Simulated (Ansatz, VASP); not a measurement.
## One calculation of CdS, two programs

```xyz
2
Lattice="0.0000 2.6772 2.7936 2.6772 0.0000 2.7936 2.6772 2.6772 0.0000" Properties=species:S:1:pos:R:3 pbc="T T T"
Cd    0.0000    0.0000    0.0000
S     4.0158    4.0158    4.1904
```

Change from the starting cell: strain -0.080 along x and y, -0.040 along z, atoms carried along.

Alike in both runs: task single point; functional PBE; k mesh 8 × 8 × 8; occupations gaussian, width 0.05 eV; no spin polarisation.

|  | VASP | Ansatz |
| --- | --- | --- |
| version | VASP 6.6.1 | Ansatz 0.2.0 |
| potentials or method | VASP PAW PBE potentials, release 64 (Cd, S), cutoff 520 eV | scalar-relativistic, plane waves, PAW |
| valence electrons in the cell | 18 | 26 |

Ansatz gave:

```
gap on the k mesh at the Fermi level (eV)                     : 1.50
least direct gap on the mesh (eV)                             : 1.50
pressure (GPa)                                                : 25.4
traceless stress, the component that is largest in VASP (GPa) : 0.24
```

Q: Which values does VASP return?

A: gap on the k mesh at the Fermi level (eV): 1.52; least direct gap on the mesh (eV): 1.52; pressure (GPa): 26.3; traceless stress, the component that is largest in VASP (GPa): 0.27.

VASP's potentials hold 18 valence electrons a cell and Ansatz's 26, so a difference there can come from the potentials and not from the codes.
